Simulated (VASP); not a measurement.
# Tl (P6_3/mmc) in VASP: further runs, part 2 of 2

VASP 6.6.1. Earlier steps stand in the parts before.

### Step 3. Single point, PBEsol (strain +0.080 along x and y, +0.040 along z)

The input, INCAR:

```
SYSTEM = Tl
PREC     = Accurate       ! precision mode
ENCUT    = 520            ! plane-wave cutoff, eV
EDIFF    = 1E-6           ! SCF threshold, eV
ISMEAR   = 0              ! smearing method
SIGMA    = 0.15           ! smearing width, eV
LREAL    = .FALSE.        ! projectors in reciprocal space
LASPH    = .TRUE.         ! aspherical terms in the spheres
NELM     = 60             ! most SCF steps
ALGO     = Fast           ! electronic algorithm
ISIF     = 2              ! what is computed and relaxed
LWAVE    = .FALSE.        ! write WAVECAR
LCHARG   = .TRUE.         ! write CHGCAR
GGA      = PS             ! functional
LELF     = .TRUE.         ! ELF
LVHAR    = .TRUE.       
NBANDS   = 20             ! bands
```

The input, KPOINTS:

```
regular mesh
0
G
  18 18 10
  0 0 0
```

The input, POSCAR:

```
Tl
1.0
    3.7324782250      0.0000000000      0.0000000000
   -1.8662391125      3.2324209619      0.0000000000
    0.0000000000      0.0000000000      5.7460000000
Tl
2
Direct
    0.3333333333      0.6666666667      0.2500000000
    0.6666666667      0.3333333333      0.7500000000
```

Potentials or basis: VASP PAW PBE potentials, release 64 (Tl_d).

Command:

```console
$ cat potpaw_PBE.64/Tl_d/POTCAR > POTCAR
$ mpirun -np 1 vasp_std > vasp.out
```

OUTCAR:

```text
SYSTEM = Tl
   PREC = Accurate
   ENCUT = 520
   EDIFF = 1E-6
   ISMEAR = 0
   LREAL = .FALSE.
   LASPH = .TRUE.
   NELM = 60
   ISIF = 2
   GGA = PS

 ion  position               nearest neighbor table
   1  0.333  0.667  0.250-   2 3.59   2 3.59   2 3.59   2 3.59   2 3.59   2 3.59
   2  0.667  0.333  0.750-   1 3.59   1 3.59   1 3.59   1 3.59   1 3.59   1 3.59

  LATTYP: Found a hexagonal cell.
 ALAT       =     3.7324782250
 C/A-ratio  =     1.5394597513

  Lattice vectors:

[... 744 lines left out ...]

  FORCE on cell =-STRESS in cart. coord.  units (eV):
  Direction    XX          YY          ZZ          XY          YZ          ZX
  --------------------------------------------------------------------------------------
  -------------------------------------------------------------------------------------
  Total       -1.7769887     -1.7769887     -1.8360906      0.0000000     -0.0000000      0.0000000
  in kB      -41.0680837    -41.0680837    -42.4339905      0.0000000     -0.0000000      0.0000000
  external PRESSURE =     -41.5233860 kB  Pullay stress =       0.0000000 kB

 VOLUME and BASIS-vectors are now :
 -----------------------------------------------------------------------------
  energy-cutoff  :      520.00
  volume of cell :       69.33
      direct lattice vectors                 reciprocal lattice vectors
     3.732478225  0.000000000  0.000000000     0.267918509  0.154682823  0.000000000
    -1.866239112  3.232420962  0.000000000     0.000000000  0.309365646  0.000000000
     0.000000000  0.000000000  5.746000000     0.000000000  0.000000000  0.174034111

 POSITION                                       TOTAL-FORCE (eV/Angst)
 -----------------------------------------------------------------------------------
     -0.00000      2.15495      1.43650         0.000000     -0.000000      0.000000
      1.86624      1.07747      4.30950        -0.000000      0.000000      0.000000
 -----------------------------------------------------------------------------------
    total drift:                                0.000000     -0.000000      0.000000

  FREE ENERGIE OF THE ION-ELECTRON SYSTEM (eV)
  ---------------------------------------------------
  free  energy   TOTEN  =        -5.0797811361 eV

  energy  without entropy=       -5.0685683003  energy(sigma->0) =       -5.07417472
```

stdout:

```text
POSCAR found type information on POSCAR Tl
 POSCAR found :  1 types and       2 ions
 scaLAPACK will be used
 -----------------------------------------------------------------------------
|                                                                             |
|                                                                             |
|     You enforced a specific xc type in the INCAR file but a different       |
|     I HOPE YOU KNOW WHAT YOU ARE DOING!                                     |
|                                                                             |
 -----------------------------------------------------------------------------

 LDA part: xc-table for (Slater+PW92), standard interpolation
 POSCAR, INCAR and KPOINTS ok, starting setup
 FFT: planning ... GRIDC
 FFT: planning ... GRID_SOFT
 FFT: planning ... GRID
 WAVECAR not read
 entering main loop
```

Run time: 87 s. Hardware: 1 thread of Intel Xeon 6975P-C (Granite Rapids), shared host; peak memory 0.36 GiB.

Results:

* Free energy: -5.0798 eV
* Pressure: -4.2 GPa
* Band gap on the k mesh: zero (bands 13 and 14 overlap by 4.87 eV)

Stress tensor (GPa, compression positive):
```
-4.11  0.00  0.00
 0.00 -4.11  0.00
 0.00  0.00 -4.24
```

Caveat: the cell differs from its parent crystal (strain +0.080 along x and y, +0.040 along z); the cell stands under tension; the PAW data sets were made with another functional, which shifts forces and pressure a little; spin-orbit coupling is left out, which moves the levels of the heavy elements.

### Step 4. Single point, PBEsol (strain +0.080 along x and y, +0.080 along z)

The input, INCAR:

```
SYSTEM = Tl
  PREC = Accurate
  ENCUT = 520
  EDIFF = 1E-6
  ISMEAR = 0
  SIGMA = 0.15
  LREAL = .False.
  LASPH = .True.
  NELM = 100
  ALGO = Fast
  ISIF = 2
  LWAVE = .False.
  LCHARG = .False.
  GGA = PS
  NBANDS = 20
```

The input, KPOINTS:

```
regular mesh
0
Gamma
  18 18 10
  0 0 0
```

POSCAR: that of step 3 with these lines changed.

```diff
@@ -4,3 +4,3 @@
    -1.8662391125      3.2324209619      0.0000000000
-    0.0000000000      0.0000000000      5.7460000000
+    0.0000000000      0.0000000000      5.9670000000
 Tl
```

Command:

```console
$ cat potpaw_PBE.64/Tl_d/POTCAR > POTCAR
$ mpirun -np 1 vasp_std > vasp.out
```

It took 82 s on 1 thread of Intel Xeon 6975P-C (Granite Rapids), shared host; peak memory 0.37 GiB.

Results (log left out):

* Free energy: -5.0028 eV
* Pressure: -4.6 GPa
* Band gap on the k mesh: zero (bands 13 and 14 overlap by 4.28 eV)

Stress tensor (GPa, compression positive):
```
-4.31  0.00  0.00
 0.00 -4.31  0.00
 0.00  0.00 -5.10
```

Levels at points of the mesh, in eV from the Fermi level:
| k point | band 9 | band 10 | band 11 | band 12 | band 13 | band 14 | band 15 | band 16 | band 17 | band 18 |
| --- | --- | --- | --- | --- | --- | --- | --- | --- | --- | --- |
| (0.00, 0.00, 0.00) | -11.08 | -11.08 | -8.72 | -5.23 | -2.06 | 6.52 | 6.52 | 8.14 | 8.14 | 8.81 |
| (0.50, 0.00, 0.00) | -11.06 | -11.05 | -5.64 | -4.60 | -0.86 | 0.49 | 1.27 | 3.28 | 3.40 | 6.75 |
| (0.00, 0.00, 0.50) | -11.14 | -11.14 | -7.60 | -7.60 | 2.59 | 2.59 | 7.30 | 7.30 | 7.30 | 7.30 |
| (0.50, 0.00, 0.50) | -11.07 | -11.07 | -4.91 | -4.91 | -1.63 | -1.63 | 4.69 | 4.69 | 4.99 | 4.99 |

Caveat: the cell differs from its parent crystal (strain +0.080 along x and y, +0.080 along z); the cell stands under tension; the PAW data sets were made with another functional, which shifts forces and pressure a little; spin-orbit coupling is left out, which moves the levels of the heavy elements.

### Step 5. Summary

```csv
cell,further INCAR settings,gap on the mesh (eV),pressure (GPa)
"a = 3.594, b = 3.594, c = 5.967 Å, angles 90.0, 90.0, 120.0°, 2 atoms",ALGO = Fast; EDIFF = 1e-07; NBANDS = 20,none,-3.8
"a = 3.732, b = 3.732, c = 5.746 Å, angles 90.0, 90.0, 120.0°, 2 atoms",ALGO = Fast; EDIFF = 1e-06; NBANDS = 20,none,-4.2
"a = 3.732, b = 3.732, c = 5.967 Å, angles 90.0, 90.0, 120.0°, 2 atoms",ALGO = Fast; EDIFF = 1e-06; NBANDS = 20,none,-4.6
```

Alike in all rows: task single point; level PBEsol; potentials or basis VASP PAW PBE potentials, release 64 (Tl_d); no spin polarisation; k mesh 18 × 18 × 10; cutoff (eV) 520; smearing gaussian 0.15 eV.

Caveats: the cell stands under tension; the PAW data sets were made with another functional, which shifts forces and pressure a little; spin-orbit coupling is left out, which moves the levels of the heavy elements.

Total energies depend on the potentials used, so only differences within one code and one set of settings carry meaning.
